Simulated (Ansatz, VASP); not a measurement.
# Two plane-wave programs on Pt2Se

```
Pt Se
1.0
     3.81380    0.00000    0.00000
     0.00000    3.81380    0.00000
     0.00000    0.00000    7.26259
Pt Se
4 2
Direct
  0.00000 0.00000 0.00000
  0.50000 0.50000 0.00000
  0.50000 0.00000 0.71250
  0.00000 0.50000 0.28750
  0.50000 0.00000 0.36821
  0.00000 0.50000 0.63179
```

Alike in both runs: functional PBE; k mesh 4 × 4 × 4; occupations gaussian, width 0.1 eV; no spin polarisation.

Ansatz relaxed the structure, and its values are those at the end. VASP's run is a single point on that final structure, the one shown.

|  | VASP | Ansatz |
| --- | --- | --- |
| version | VASP 6.6.1 | Ansatz 0.2.0 |
| potentials or method | VASP PAW PBE potentials, release 64 (Pt, Se), cutoff 520 eV | scalar-relativistic, plane waves, PAW |
| valence electrons in the cell | 52 | 104 |

```tsv
	VASP	Ansatz	Ansatz less VASP
gap on the k mesh at the Fermi level (eV)	none	none	-
pressure (GPa)	-0.4	-0.2	+0.20
rms of the force components (eV/Å)	0.006	0.002	-0.0034
```

A gap of «none» marks a metal or a gap that the smearing closes. With one functional, cell and mesh, what is left measures potentials, basis and numerics. VASP's potentials hold 52 valence electrons a cell and Ansatz's 104, so a difference there can come from the potentials and not from the codes.

The k mesh is coarse, so the values compare programs but aren't converged. Neither program's run includes spin-orbit coupling.
